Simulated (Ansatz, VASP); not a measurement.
Bi in VASP and in Ansatz

```
Bi
1.0
    -1.98143    1.98143    1.98143
     1.98143   -1.98143    1.98143
     1.98143    1.98143   -1.98143
Bi
1
Direct
  0.00000 0.00000 0.00000
```

Alike in both runs: task relaxation of cell and atoms; functional RPBE; k mesh 9 × 9 × 9; occupations fermi-dirac, width 0.05 eV; no spin polarisation.

|  | VASP | Ansatz |
| --- | --- | --- |
| version | VASP 6.6.1 | Ansatz 0.2.0 |
| potentials or method | VASP PAW PBE potentials, release 64 (Bi_d) | Ansatz PAW |
| plane-wave cutoff (eV) | 600 | 420 |
| valence electrons in the cell | 15 | 15 |

VASP gave:

```
gap on the k mesh at the Fermi level, each at its own relaxed structure (eV) : none
relaxed volume (Å³/atom)                                                     : 32.47
relaxed cell length with the largest relative difference (Å)                 : 3.481
```

Question: What did Ansatz give for the same quantities?

Answer: gap on the k mesh at the Fermi level, each at its own relaxed structure (eV): none; relaxed volume (Å³/atom): 32.51; relaxed cell length with the largest relative difference (Å): 3.482.

VASP's potentials were made for PBE, not for RPBE. A gap of «none» marks a metal or a gap that the smearing closes.

Spin-orbit coupling is off throughout. Noted on Ansatz's run: the plane-wave basis is chosen anew once the cell has moved, so the energies of steps on either side of that aren't comparable.
